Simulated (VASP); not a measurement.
# Li6SiS2N2 in VASP: notebook

The runs below take Li6SiS2N2 through single point, with PBE+D3(BJ).

All numbers are computed with VASP 6.6.1; they aren't measurements. Logs are shortened: lines on timing, memory, paths and dates and some standing lists are left out, and cuts for length are marked.

## 1. The cell of the first run

The cell holds a disordered packing, 22 atoms: a = 7.061 Å, b = 6.830 Å, c = 7.078 Å, α = 93.42°, β = 90.26°, γ = 86.20°.

## 2. Single point, PBE+D3(BJ)

Contents of INCAR:

```
SYSTEM = Li6SiS2N2
ALGO     = Normal         ! electronic algorithm
EDIFF    = 1E-6           ! SCF threshold, eV
ENCUT    = 650            ! plane-wave cutoff, eV
GGA      = PE             ! functional
GGA_COMPAT= .FALSE.      
ISIF     = 2              ! what is computed and relaxed
ISMEAR   = -1             ! smearing method
ISYM     = -1           
IVDW     = 12             ! dispersion correction
LASPH    = .TRUE.         ! aspherical terms in the spheres
LCHARG   = .FALSE.        ! write CHGCAR
LREAL    = Auto         
LWAVE    = .FALSE.        ! write WAVECAR
NBANDS   = 61             ! bands
NELM     = 120            ! most SCF steps
PREC     = Accurate       ! precision mode
SIGMA    = 0.05           ! smearing width, eV
```

Contents of KPOINTS:

```
explicit points
1
Reciprocal
  0.25000000   0.25000000   0.25000000 1
```

Contents of POSCAR:

```
Li6SiS2N2
1.0
    7.0575940000      0.2300220000     -0.0127870000
    0.2300220000      6.8226690000     -0.2070970000
   -0.0127870000     -0.2070970000      7.0752940000
Si S Li N
2 4 12 4
Direct
    0.3019477139      0.1461684447      0.7757356870
    0.0536483505      0.6884223072      0.0746502119
    0.9848004050      0.3710212555      0.0727677227
    0.8546114637      0.8044467339      0.3046989174
    0.8729549240      0.7755164441      0.8217156211
    0.3691043551      0.4909152531      0.5694838707
    0.6819162394      0.4888340747      0.7349301292
    1.0316924596      0.4522767051      0.6848443895
    0.6208705694      0.7323942386      0.0643773561
    0.1468437177      0.2500634311      0.4328952376
    0.7999390325      0.1368429420      0.2773756940
    0.4576419970      0.4240310519      0.0431596803
    1.0008189140      0.9970208438      0.5752163086
    0.5862899177      0.1967304815      0.5472389107
    0.8342370950      0.1578147581      0.8452789881
    0.2885311262      0.7663588230      0.7681187610
    0.7703306253      0.4565839757      0.3556078927
    0.2990064107      0.7879778744      0.3911078817
    0.2790006685      0.9960224580      0.5918136892
    0.8607398206      0.2617398447      0.5431388175
    0.7440035174      0.3466041881      0.0691599897
    0.2848983668      0.7011937144      0.0733545645
```

Potentials or basis: VASP PAW PBE potentials, release 64 (Si, S, Li_sv, N).

Command:

```
$ cat potpaw_PBE.64/Si/POTCAR potpaw_PBE.64/S/POTCAR potpaw_PBE.64/Li_sv/POTCAR potpaw_PBE.64/N/POTCAR > POTCAR
$ mpirun -np 1 vasp_std > vasp.out
```

OUTCAR:

```text
SYSTEM = Li6SiS2N2
   EDIFF = 1E-6
   ENCUT = 650
   GGA = PE
   ISIF = 2
   ISMEAR = -1
   ISYM = -1
   IVDW = 12
   LASPH = .TRUE.
   LREAL = Auto
   NELM = 120
   PREC = Accurate
 IVDW          = 12

 ion  position               nearest neighbor table
   1  0.302  0.146  0.776-  19 1.62  16 2.60  14 2.64  13 2.77  10 2.77   8 2.84  12 2.87   6 2.91

   2  0.054  0.688  0.075-  22 1.64   4 2.23   3 2.25   5 2.28  16 2.83
   3  0.985  0.371  0.073-  21 1.72   2 2.25  15 2.40  17 2.53  11 2.63
   4  0.855  0.804  0.305-   2 2.23  11 2.30   9 2.42  13 2.51  17 2.53
   5  0.873  0.776  0.822-   2 2.28   7 2.50   9 2.52   8 2.55  13 2.58  15 2.60
   6  0.369  0.491  0.569-  16 2.32  14 2.44  18 2.47   7 2.49  10 2.50   8 2.56   1 2.91
   7  0.682  0.489  0.735-  14 2.46   8 2.49   6 2.49   5 2.50  15 2.60
   8  0.032  0.452  0.685-  20 2.05  10 2.31   7 2.49   5 2.55   6 2.56   1 2.84
   9  0.621  0.732  0.064-   4 2.42  12 2.46   5 2.52
  10  0.147  0.250  0.433-  20 2.16   8 2.31  13 2.35   6 2.50   1 2.77
  11  0.800  0.137  0.277-  20 2.07  21 2.13  17 2.22   4 2.30  14 2.44   3 2.63
  12  0.458  0.424  0.043-  21 2.07  22 2.18   9 2.46   1 2.87
  13  0.001  0.997  0.575-  19 1.97  20 2.03  10 2.35  15 2.42   4 2.51   5 2.58   1 2.77
  14  0.586  0.197  0.547-  20 2.02  11 2.44   6 2.44   7 2.46   1 2.64
  15  0.834  0.158  0.845-  21 2.06   3 2.40  13 2.42   7 2.60   5 2.60
  16  0.289  0.766  0.768-  19 2.06   6 2.32   1 2.60   2 2.83
  17  0.770  0.457  0.356-  20 2.01  21 2.13  11 2.22   3 2.53   4 2.53
  18  0.299  0.788  0.391-  19 1.95   6 2.47
  19  0.279  0.996  0.592-   1 1.62  18 1.95  13 1.97  16 2.06
  20  0.861  0.262  0.543-  17 2.01  14 2.02  13 2.03   8 2.05  11 2.07  10 2.16
  21  0.744  0.347  0.069-   3 1.72  15 2.06  12 2.07  17 2.13  11 2.13
  22  0.285  0.701  0.073-   2 1.64  12 2.18

IMPORTANT INFORMATION: All symmetrisations will be switched off!
NOSYMM: (Re-)initialisation of all symmetry stuff for point group C_1.

----------------------------------------------------------------------------------------

                                     Primitive cell

  volume of cell :     340.0100

  direct lattice vectors                    reciprocal lattice vectors
     7.057594000  0.230022000 -0.012787000     0.141847308 -0.004778757  0.000116481
     0.230022000  6.822669000 -0.207097000    -0.004778757  0.146861540  0.004290066
    -0.012787000 -0.207097000  7.075294000     0.000116481  0.004290066  0.141462666

  length of vectors
     7.061353036  6.829686052  7.078335812     0.141927830  0.147001882  0.141527750

  position of ions in fractional coordinates (direct lattice)
     0.301947714  0.146168445  0.775735687
     0.053648350  0.688422307  0.074650212
     0.984800405  0.371021255  0.072767723
     0.854611464  0.804446734  0.304698917
     0.872954924  0.775516444  0.821715621
     0.369104355  0.490915253  0.569483871
[... 14 lines left out ...]
     0.744003517  0.346604188  0.069159990
     0.284898367  0.701193714  0.073354565

  ion indices of the primitive-cell ions
   primitive index   ion index
                 1           1
                 2           2
                 3           3
                 4           4
                 5           5
                 6           6
[... 14 lines left out ...]
                21          21
                22          22

----------------------------------------------------------------------------------------

 KPOINTS: explicit points

Read explicit list of k-points.

 Found      1 k-points:

 Following reciprocal coordinates:
            Coordinates               Weight
  0.250000  0.250000  0.250000      1.000000
   k-points           NKPTS =      1   k-points in BZ     NKDIM =      1   number of bands    NBANDS=     61
   number of dos      NEDOS =    301   number of ions     NIONS =     22
   total plane-waves  NPLWV = 216000
   dimension x,y,z NGX =    60 NGY =   60 NGZ =   60
   dimension x,y,z NGXF=   120 NGYF=  120 NGZF=  120
   ions per type =               2   4  12   4
   NGX,Y,Z   is equivalent  to a cutoff of  14.13, 14.60, 14.09 a.u.
   NGXF,Y,Z  is equivalent  to a cutoff of  28.25, 29.21, 28.18 a.u.
 SYSTEM =  Li6SiS2N2
   PREC   = accura    normal or accurate (medium, high low for compatibility)
   ISTART =      0    job   : 0-new  1-cont  2-samecut
   ICHARG =      2    charge: 1-file 2-atom 10-const
   ISPIN  =      1    spin polarized calculation?
   LNONCOLLINEAR =      F non collinear calculations
   LSORBIT =      F    spin-orbit coupling
   LASPH  =      T    aspherical Exc in radial PAW
   ENCUT  =  650.0 eV  47.77 Ry    6.91 a.u.  14.68 14.20 14.71*2*pi/ulx,y,z
   NELM   =    120;   NELMIN=  2; NELMDL= -5     # of ELM steps
   EDIFF  = 0.1E-05   stopping-criterion for ELM
   LREAL  =      T    real-space projection
   EDIFFG = 0.1E-04   stopping-criterion for IOM
   NSW    =      0    number of steps for IOM
   IBRION =     -1    ionic relax: 0-MD 1-quasi-New 2-CG
   NFREE  =      0    steps in history (QN), initial steepest desc. (CG)
   ISIF   =      2    stress and relaxation
   ISYM   =     -1    0-nonsym 1-usesym 2-fastsym
   POTIM  = 0.5000    time-step for ionic-motion
   TEBEG  =    0.0;   TEEND  =   0.0 temperature during run
   PSTRESS=    0.0 pullay stress
   NELECT =      88.0000    total number of electrons
   NUPDOWN=      -1.0000    fix difference up-down
   EMIN   =  10.00;   EMAX   =-10.00  energy-range for DOS
   EFERMI =   0.00;   METHOD = LEGACY
   ISMEAR =    -1;   SIGMA  =   0.05  broadening in eV -4-tet -1-fermi 0-gaus
   EFERMI_NEDOS =   21; number of points for ismear=-14 and -15
   IALGO  =     38    algorithm
   IMIX   =      4    mixing-type and parameters
     AMIX     =   0.40;   BMIX     =  1.00
     AMIX_MAG =   1.60;   BMIX_MAG =  1.00
  volume/ion in A,a.u.               =      15.45       104.30
  Fermi-wavevector in a.u.,A,eV,Ry     =   1.043290  1.971533 14.809324  1.088455
  Thomas-Fermi vector in A             =   2.177993
   LORBIT       =      0    0 simple, 1 ext, 2 COOP (PROOUT), +10 PAW based schemes
   GGA     = PE    functional components
   LHFCALC =     F    Hartree Fock is set to
   AEXX    =    0.0000 exact exchange contribution
   IVDW    =    12    specifies the selected vdW correction
   LEPSILON=     F    determine dielectric tensor
   LRPA    =     F    only Hartree local field effects (RPA)
 non-spin polarized calculation
  energy-cutoff  :      650.00
  volume of cell :      340.01
 maximum number of plane-waves:     12796
 NGX is ok and might be reduce to    60
   NGX = 29   NGY = 29   NGZ = 29

 number of electron      88.0000003 magnetization

 Free energy of the ion-electron system (eV)
  ---------------------------------------------------
  ext. energy  EPLUGINS =         0.00000000
  ---------------------------------------------------
  free energy    TOTEN  =       -97.44984857 eV

  energy without entropy =      -97.44984850  energy(sigma->0) =      -97.44984854

 E-fermi :   2.9079     XC(G=0):  -8.2741

 val. band max:        2.0092629304   @ k =   0.2500   0.2500   0.2500
 cond. band min:       3.8033624372   @ k =   0.2500   0.2500   0.2500
 fundamental gap:      1.7940995068
 Fermi energy:         2.9079228534

 k-point     1 :       0.2500    0.2500    0.2500
  band No.  band energies     occupation
      1     -43.7561      2.00000
      2     -43.4629      2.00000
      3     -43.2059      2.00000
      4     -43.1516      2.00000
      5     -43.1143      2.00000
      6     -42.8732      2.00000
[... 48 lines left out ...]
     55       7.0197      0.00000
     56       7.3708      0.00000
 [bands above 56 left out]

------------------------ aborting loop because EDIFF is reached ----------------------------------------

 Edisp (eV)   -4.72054

 E8    (eV) :    -1.8257

  FORCE on cell =-STRESS in cart. coord.  units (eV):
  Direction    XX          YY          ZZ          XY          YZ          ZX
  --------------------------------------------------------------------------------------
  -------------------------------------------------------------------------------------
  Total     -14.34406    -4.82617    -9.44585     1.74591     3.31634    -1.21936
  in kB     -67.59134   -22.74164   -44.51027     8.22700    15.62710    -5.74582
  external pressure =      -44.95 kB  Pullay stress =        0.00 kB

 VOLUME and BASIS-vectors are now :
 -----------------------------------------------------------------------------
  energy-cutoff  :      650.00
  volume of cell :      340.01
      direct lattice vectors                 reciprocal lattice vectors
     7.057594000  0.230022000 -0.012787000     0.141847308 -0.004778757  0.000116481
     0.230022000  6.822669000 -0.207097000    -0.004778757  0.146861540  0.004290066
    -0.012787000 -0.207097000  7.075294000     0.000116481  0.004290066  0.141462666

 POSITION                                       TOTAL-FORCE (eV/Angst)
 -----------------------------------------------------------------------------------
      2.15473      0.90606      5.45443         0.473057      0.657483      0.635444
      0.53603      4.69376      0.38492        -0.881309     -0.005262     -0.185858
      7.03473      2.74281      0.42542        -0.232566     -0.272937     -0.197626
      6.21265      5.62195      1.97831         0.370219     -0.427015     -0.162573
      6.32884      5.32172      5.64211         0.318617     -0.020361      0.324585
      2.71063      3.31632      3.92288        -0.148769     -0.674170      0.054387
[... 14 lines left out ...]
      5.32972      2.52158      0.40803        -0.368482      0.342174     -0.089526
      2.17105      4.83435      0.37015         1.437257      0.187779      0.052515
 -----------------------------------------------------------------------------------
    total drift:                                0.000059      0.000874     -0.004540

  FREE ENERGIE OF THE ION-ELECTRON SYSTEM (eV)
  ---------------------------------------------------
  free  energy   TOTEN  =      -102.1703896764 eV

  energy  without entropy=     -102.1703896129  energy(sigma->0) =     -102.17038964
```

Wall time 49 s (1 thread of Intel Xeon Platinum 8488C (Sapphire Rapids), shared host); peak memory 0.46 GiB.

What came out:

```
Free energy                : -102.1704 eV
Pressure                   : -4.5 GPa
Largest force              : 1.450 eV/Å
Dispersion energy per atom : -0.215 eV
```

Forces on the atoms (eV/Å):
```
Si   0.473  0.657  0.635
Si  -0.881 -0.005 -0.186
S   -0.233 -0.273 -0.198
S    0.370 -0.427 -0.163
S    0.319 -0.020  0.325
S   -0.149 -0.674  0.054
Li   0.301 -0.149 -0.249
Li  -0.309  0.265  0.046
Li  -0.296  0.172  0.117
Li  -0.131 -0.006 -0.260
Li   0.411  0.096 -0.293
Li  -0.172 -0.076  0.187
Li  -0.618 -0.242 -0.214
Li   0.062 -0.081 -0.045
Li  -0.157  0.032 -0.127
Li  -0.094 -0.233  0.521
Li   0.135  0.458  0.116
Li   0.038 -0.262 -0.594
N    0.179  0.032 -0.375
N   -0.317  0.206  0.739
N   -0.368  0.342 -0.090
N    1.437  0.188  0.053
```

Levels at points of the mesh, in eV from the Fermi level:
```csv
k point,band 42,band 43,band 44,band 45,band 46,band 47
"(0.25, 0.25, 0.25)",-1.17,-1.04,-0.90,0.90,1.39,1.99
```

Caveat: the atoms stand as in a frame of molecular dynamics.

(Part 1 of 2 ends here.)
